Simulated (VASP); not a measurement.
Runs of VASP 6.6.1 on TaN. The structure is that of space group Fm-3m (No. 225), or close to it. The cells are those of the table. 

```tsv
cell	gap on the mesh (eV)	pressure (GPa)
a = 3.106 Å, angles 60.0°, 2 atoms	none	1.0
a = 3.076 Å, angles 60.0°, 2 atoms	none	(b)
a = 3.082 Å, angles 60.0°, 2 atoms	none	(a)
a = 2.995 Å, angles 60.0°, 2 atoms	none	50.5
a = 3.013 Å, angles 60.0°, 2 atoms	none	41.1
```

Alike in all rows: task single point; level r2SCAN; potentials or basis VASP PAW PBE potentials, release 64 (Ta_sv_GW, N); no spin polarisation; k mesh 16 × 16 × 16; cutoff (eV) 770; smearing gaussian 0.1 eV.

**Question.** Fill in the values left out.

**Answer.** (a) 9.9; (b) 12.1.

Caveats: the PAW data sets were made with another functional, which shifts forces and pressure a little; spin-orbit coupling is left out, which moves the levels of the heavy elements; the cell stands under pressure (at least some runs).

A k mesh can miss the band edges, and the runs leave out spin-orbit coupling on Ta.

A gap of «none» marks levels without a gap at the run's occupations.
